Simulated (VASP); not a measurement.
# Cu (P6_3/mmc) in VASP: further runs, part 2 of 3

VASP 6.6.1.

**3. Single point, PBE (equal strain along all axes, cell held: -4.0 %)**

INCAR reads:

```
SYSTEM = Cu
PREC = Accurate
ENCUT = 520
EDIFF = 1E-6
ISMEAR = 0
SIGMA = 0.1
LREAL = .False.
LASPH = .True.
NELM = 60
ALGO = Fast
ISIF = 2
LWAVE = .False.
LCHARG = .False.
GGA = PE
NBANDS = 18
```

KPOINTS reads:

```
Automatic mesh
0
Gamma
  24 24 12
  0 0 0
```

POSCAR reads:

```
Cu
1.0
    2.4652899579      0.0000000000      0.0000000000
   -1.2326449790      2.1350037312      0.0000000000
    0.0000000000      0.0000000000      4.0257870314
Cu
2
Direct
    0.3333333333      0.6666666667      0.2500000000
    0.6666666667      0.3333333333      0.7500000000
```

Potentials or basis: VASP PAW PBE potentials, release 64 (Cu).

On the command line:

```bash
$ cat potpaw_PBE.64/Cu/POTCAR > POTCAR
$ mpirun -np 1 vasp_std > vasp.out
```

OUTCAR:

```text
SYSTEM = Cu
   PREC = Accurate
   ENCUT = 520
   EDIFF = 1E-6
   ISMEAR = 0
   LREAL = .False.
   LASPH = .True.
   NELM = 60
   ISIF = 2
   GGA = PE

 ion  position               nearest neighbor table
   1  0.333  0.667  0.250-   2 2.47   2 2.47   2 2.47   2 2.47   2 2.47   2 2.47
   2  0.667  0.333  0.750-   1 2.47   1 2.47   1 2.47   1 2.47   1 2.47   1 2.47

  LATTYP: Found a hexagonal cell.
 ALAT       =     2.4652899579
 C/A-ratio  =     1.6329872348

  Lattice vectors:

 A1 = (   2.4652899579,   0.0000000000,   0.0000000000)
 A2 = (  -1.2326449790,   2.1350037312,   0.0000000000)
 A3 = (   0.0000000000,   0.0000000000,   4.0257870314)

Analysis of symmetry for initial positions (statically):
=====================================================================
 Subroutine PRICEL returns:
 Original cell was already a primitive cell.

 Routine SETGRP: Setting up the symmetry group for a
 hexagonal supercell.

 Subroutine GETGRP returns: Found 24 space group operations
 (whereof 12 operations were pure point group operations)
 out of a pool of 24 trial point group operations.

The static configuration has the point symmetry D_3d.
 The point group associated with its full space group is D_6h.

Analysis of symmetry for dynamics (positions and initial velocities):
=====================================================================
 Subroutine PRICEL returns:
 Original cell was already a primitive cell.

 Routine SETGRP: Setting up the symmetry group for a
 hexagonal supercell.

 Subroutine GETGRP returns: Found 24 space group operations
 (whereof 12 operations were pure point group operations)
 out of a pool of 24 trial point group operations.

The dynamic configuration has the point symmetry D_3d.
 The point group associated with its full space group is D_6h.

 Subroutine INISYM returns: Found 24 space group operations
 (whereof 12 operations are pure point group operations),
 and found     1 'primitive' translations

----------------------------------------------------------------------------------------

                                     Primitive cell

  volume of cell :      21.1893

  direct lattice vectors                    reciprocal lattice vectors
     2.465289958  0.000000000  0.000000000     0.405631799  0.234191628  0.000000000
    -1.232644979  2.135003731  0.000000000     0.000000000  0.468383256  0.000000000
     0.000000000  0.000000000  4.025787031     0.000000000  0.000000000  0.248398634

  length of vectors
     2.465289958  2.465289958  4.025787031     0.468383256  0.468383256  0.248398634

  position of ions in fractional coordinates (direct lattice)
     0.333333333  0.666666667  0.250000000
     0.666666667  0.333333333  0.750000000

  ion indices of the primitive-cell ions
   primitive index   ion index
                 1           1
                 2           2

----------------------------------------------------------------------------------------

 KPOINTS: Automatic mesh

Automatic generation of k-mesh.
 Grid dimensions read from file:
 generate k-points for:   24   24   12

 Generating k-lattice:

  Cartesian coordinates                     Fractional coordinates (reciprocal lattice)
     0.016901325  0.009757985  0.000000000     0.041666667 -0.000000000  0.000000000
     0.000000000  0.019515969  0.000000000     0.000000000  0.041666667  0.000000000
     0.000000000  0.000000000  0.020699886     0.000000000  0.000000000  0.083333333

  Length of vectors
     0.019515969  0.019515969  0.020699886

  Shift w.r.t. Gamma in fractional coordinates (k-lattice)
     0.000000000  0.000000000  0.000000000

 Subroutine IBZKPT returns following result:
 ===========================================

 Found    427 irreducible k-points:

 Following reciprocal coordinates:
            Coordinates               Weight
  0.000000  0.000000  0.000000      1.000000
  0.041667  0.000000  0.000000      6.000000
  0.083333  0.000000  0.000000      6.000000
  0.125000  0.000000  0.000000      6.000000
  0.166667  0.000000  0.000000      6.000000
  0.208333  0.000000  0.000000      6.000000
[... 16 lines left out ...]
  0.416667  0.041667  0.000000     12.000000
  0.458333  0.041667  0.000000     12.000000
 [... further k-points ...]
   k-points           NKPTS =    427   k-points in BZ     NKDIM =    427   number of bands    NBANDS=     18
   number of dos      NEDOS =    301   number of ions     NIONS =      2
   total plane-waves  NPLWV =   9720
   dimension x,y,z NGX =    18 NGY =   18 NGZ =   30
   dimension x,y,z NGXF=    36 NGYF=   36 NGZF=   60
   ions per type =               2
   NGX,Y,Z   is equivalent  to a cutoff of  12.14, 12.14, 12.39 a.u.
   NGXF,Y,Z  is equivalent  to a cutoff of  24.28, 24.28, 24.78 a.u.
 SYSTEM =  Cu
   PREC   = accura    normal or accurate (medium, high low for compatibility)
   ISTART =      0    job   : 0-new  1-cont  2-samecut
   ICHARG =      2    charge: 1-file 2-atom 10-const
   ISPIN  =      1    spin polarized calculation?
   LNONCOLLINEAR =      F non collinear calculations
   LSORBIT =      F    spin-orbit coupling
   LASPH  =      T    aspherical Exc in radial PAW
   ENCUT  =  520.0 eV  38.22 Ry    6.18 a.u.   4.58  4.58  7.49*2*pi/ulx,y,z
   NELM   =     60;   NELMIN=  2; NELMDL= -5     # of ELM steps
   EDIFF  = 0.1E-05   stopping-criterion for ELM
   LREAL  =      F    real-space projection
   EDIFFG = 0.1E-04   stopping-criterion for IOM
   NSW    =      0    number of steps for IOM
   IBRION =     -1    ionic relax: 0-MD 1-quasi-New 2-CG
   NFREE  =      0    steps in history (QN), initial steepest desc. (CG)
   ISIF   =      2    stress and relaxation
   ISYM   =      2    0-nonsym 1-usesym 2-fastsym
   POTIM  = 0.5000    time-step for ionic-motion
   TEBEG  =    0.0;   TEEND  =   0.0 temperature during run
   PSTRESS=    0.0 pullay stress
   NELECT =      22.0000    total number of electrons
   NUPDOWN=      -1.0000    fix difference up-down
   EMIN   =  10.00;   EMAX   =-10.00  energy-range for DOS
   EFERMI =   0.00;   METHOD = LEGACY
   ISMEAR =     0;   SIGMA  =   0.10  broadening in eV -4-tet -1-fermi 0-gaus
   EFERMI_NEDOS =   21; number of points for ismear=-14 and -15
   IALGO  =     68    algorithm
   IMIX   =      4    mixing-type and parameters
     AMIX     =   0.40;   BMIX     =  1.00
     AMIX_MAG =   1.60;   BMIX_MAG =  1.00
  volume/ion in A,a.u.               =      10.59        71.50
  Fermi-wavevector in a.u.,A,eV,Ry     =   1.657715  3.132627 37.389076  2.748020
  Thomas-Fermi vector in A             =   2.745420
   LORBIT       =      0    0 simple, 1 ext, 2 COOP (PROOUT), +10 PAW based schemes
   GGA     = PE    functional components
   LHFCALC =     F    Hartree Fock is set to
   AEXX    =    0.0000 exact exchange contribution
   IVDW    =     0    specifies the selected vdW correction
   LEPSILON=     F    determine dielectric tensor
   LRPA    =     F    only Hartree local field effects (RPA)
 non-spin polarized calculation
 RMM-DIIS sequential band-by-band and
 Gauss-broadening in eV      SIGMA  =   0.10
  energy-cutoff  :      520.00
  volume of cell :       21.19
 maximum number of plane-waves:       584
   NGX =  9   NGY =  9   NGZ = 15

 number of electron      22.0000003 magnetization

 Free energy of the ion-electron system (eV)
  ---------------------------------------------------
  ext. energy  EPLUGINS =         0.00000000
  ---------------------------------------------------
  free energy    TOTEN  =        -7.25451423 eV

  energy without entropy =       -7.25190648  energy(sigma->0) =       -7.25321035

 E-fermi :   8.9978     XC(G=0): -13.3691

 val. band max:        8.9723294807   @ k =   0.2500   0.2500   0.2500
 cond. band min:       9.0058257529   @ k =   0.5000   0.0000   0.0000
 fundamental gap:      0.0334962722
 Fermi energy:         8.9978312161

 k-point     1 :       0.0000    0.0000    0.0000
  band No.  band energies     occupation
      1      -1.1991      2.00000
      2       3.2808      2.00000
      3       5.6224      2.00000
      4       5.6898      2.00000
      5       5.6898      2.00000
      6       5.9376      2.00000
[... 10 lines left out ...]
     17      34.0537      0.00000
     18      34.0669      0.00000
[... 463 lines left out ...]
 k-point    24 :       0.4583    0.0417    0.0000
  band No.  band energies     occupation
      1       3.5934      2.00000
      2       3.8469      2.00000
      3       4.0888      2.00000
      4       5.5263      2.00000
      5       5.5897      2.00000
      6       5.7065      2.00000
[... 10 lines left out ...]
     17      22.5447      0.00000
     18      30.1214      0.00000

 [... further k-points ...]
[... 5 lines left out ...]
  --------------------------------------------------------------------------------------
  -------------------------------------------------------------------------------------
  Total        3.0965540      3.0965540      3.1968703     -0.0000000      0.0000000      0.0000000
  in kB      234.1379403    234.1379402    241.7231032     -0.0000000      0.0000000      0.0000000
  external PRESSURE =     236.6663279 kB  Pullay stress =       0.0000000 kB

 VOLUME and BASIS-vectors are now :
 -----------------------------------------------------------------------------
  energy-cutoff  :      520.00
  volume of cell :       21.19
      direct lattice vectors                 reciprocal lattice vectors
     2.465289958  0.000000000  0.000000000     0.405631799  0.234191628  0.000000000
    -1.232644979  2.135003731  0.000000000     0.000000000  0.468383256  0.000000000
     0.000000000  0.000000000  4.025787031     0.000000000  0.000000000  0.248398634

 POSITION                                       TOTAL-FORCE (eV/Angst)
 -----------------------------------------------------------------------------------
     -0.00000      1.42334      1.00645        -0.000000      0.000000      0.000000
      1.23264      0.71167      3.01934         0.000000      0.000000      0.000000
 -----------------------------------------------------------------------------------
    total drift:                               -0.000000      0.000000     -0.000000

  FREE ENERGIE OF THE ION-ELECTRON SYSTEM (eV)
  ---------------------------------------------------
  free  energy   TOTEN  =        -7.2545142313 eV

  energy  without entropy=       -7.2519064769  energy(sigma->0) =       -7.25321035
```

stdout:

```text
POSCAR found type information on POSCAR Cu
 POSCAR found :  1 types and       2 ions
 scaLAPACK will be used
 LDA part: xc-table for (Slater+PW92), standard interpolation
 POSCAR, INCAR and KPOINTS ok, starting setup
 FFT: planning ... GRIDC
 FFT: planning ... GRID_SOFT
 FFT: planning ... GRID
 WAVECAR not read
 entering main loop
WARNING in EDDRMM: call to ZHEGV failed, returncode =   8  4     15
WARNING in EDDRMM: call to ZHEGV failed, returncode =   6  3     15
WARNING in EDDRMM: call to ZHEGV failed, returncode =   8  4     18
WARNING in EDDRMM: call to ZHEGV failed, returncode =   6  3     17
```

Wall time 64 s (1 thread of Intel Xeon 6975P-C (Granite Rapids), shared host); peak memory 0.23 GiB.

Results:

```yaml
Free_energy: -7.2545 eV
Pressure: 23.7 GPa
Band_gap_on_the_k_mesh: zero (band 11 reaches 13.34 eV, above the bottom of band 12 at 6.89 eV)
```

Stress tensor (GPa, compression positive):
```
23.41  0.00  0.00
 0.00 23.41  0.00
 0.00  0.00 24.17
```

Caveat: the cell differs from its parent crystal (equal strain along all axes, cell held: -4.0 %).

**4. Single point, PBE (equal strain along all axes, cell held: -2.0 %)**

INCAR reads:

```
  PREC = Accurate
  ENCUT = 520
  EDIFF = 1E-6
  ISMEAR = 0
  SIGMA = 0.1
  LREAL = False
  LASPH = True
  NELM = 60
  ALGO = Fast
  ISIF = 2
  LWAVE = False
  LCHARG = False
  GGA = PE
  NBANDS = 18
```

KPOINTS reads:

```
regular mesh
0
Gamma
  24 24 12
```

POSCAR reads:

```
Cu
1.0
    2.5166501654      0.0000000000      0.0000000000
   -1.2583250827      2.1794829756      0.0000000000
    0.0000000000      0.0000000000      4.1096575946
Cu
2
Direct
    0.3333333333      0.6666666667      0.2500000000
    0.6666666667      0.3333333333      0.7500000000
```

On the command line:

```bash
$ cat potpaw_PBE.64/Cu/POTCAR > POTCAR
$ mpirun -np 1 vasp_std > vasp.out
```

It took 65 s on 1 thread of Intel Xeon 6975P-C (Granite Rapids), shared host; peak memory 0.25 GiB.

It converged, with:

| Quantity | Value |
| --- | --- |
| Free energy | -7.3960 eV |
| Pressure | 11.4 GPa |
| Band gap on the k mesh | zero (band 11 reaches 12.34 eV, above the bottom of band 12 at 6.15 eV) |

Stress tensor (GPa, compression positive):
```
11.11  0.00  0.00
 0.00 11.11  0.00
 0.00  0.00 11.85
```

Levels at points of the mesh, in eV from the Fermi level:
```csv
k point,band 8,band 9,band 10,band 11,band 12,band 13,band 14,band 15
"(0.00, 0.00, 0.00)",-2.57,-2.57,-1.77,-1.77,-1.12,4.01,21.75,22.48
"(0.50, 0.00, 0.00)",-1.67,-1.62,-1.57,0.01,1.67,8.00,8.42,10.98
"(0.00, 0.00, 0.50)",-3.14,-2.01,-2.01,-2.01,-2.01,12.86,12.86,22.46
"(0.50, 0.00, 0.50)",-1.96,-1.61,-1.61,0.46,0.46,5.11,5.11,16.61
```

Caveat: the cell differs from its parent crystal (equal strain along all axes, cell held: -2.0 %).

(Part 2 of 3 ends here.)
